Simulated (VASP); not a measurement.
Input of a VASP 6.6.1 run:

INCAR

```
SYSTEM = Ti
PREC     = Accurate       ! precision mode
ENCUT    = 500            ! plane-wave cutoff, eV
EDIFF    = 1E-6           ! SCF threshold, eV
ISMEAR   = 0              ! smearing method
SIGMA    = 0.15           ! smearing width, eV
LREAL    = .False.        ! projectors in reciprocal space
LASPH    = .True.         ! aspherical terms in the spheres
NELM     = 120            ! most SCF steps
ALGO     = Normal         ! electronic algorithm
ISIF     = 2              ! what is computed and relaxed
LWAVE    = .False.        ! write WAVECAR
LCHARG   = .False.        ! write CHGCAR
GGA      = PS             ! functional
NBANDS   = 45             ! bands
GGA_COMPAT= .False.
```

File KPOINTS:

```
regular mesh
0
Gamma
  17 17 4
  0 0 0
```

File POSCAR:

```
Ti
1.0
   -1.4500939102     -2.5116363282      0.0000000000
    1.4500939102     -2.5116363282      0.0000000000
    0.0000000000      0.0000000000     13.7724327553
Ti
6
Direct
    0.6666666667      0.6666666667      0.0833333333
    0.6666666667      0.6666666667      0.4166666667
    0.6666666667      0.6666666667      0.7500000000
    0.3333333333      0.3333333333      0.2500000000
    0.3333333333      0.3333333333      0.5833333333
    0.3333333333      0.3333333333      0.9166666667
```

Potentials or basis: VASP PAW PBE potentials, release 64 (Ti_sv).

Run with:

```sh
$ cat potpaw_PBE.64/Ti_sv/POTCAR > POTCAR
$ mpirun -np 1 vasp_std > vasp.out
```

(1) What does it give for the pressure?

(2) Estimate the band gap on the k mesh.

Results:

(1) -0.3 GPa.

(2) zero (bands 36 and 37 overlap by 1.01 eV).

Caveat: the PAW data sets were made with another functional, which shifts forces and pressure a little.
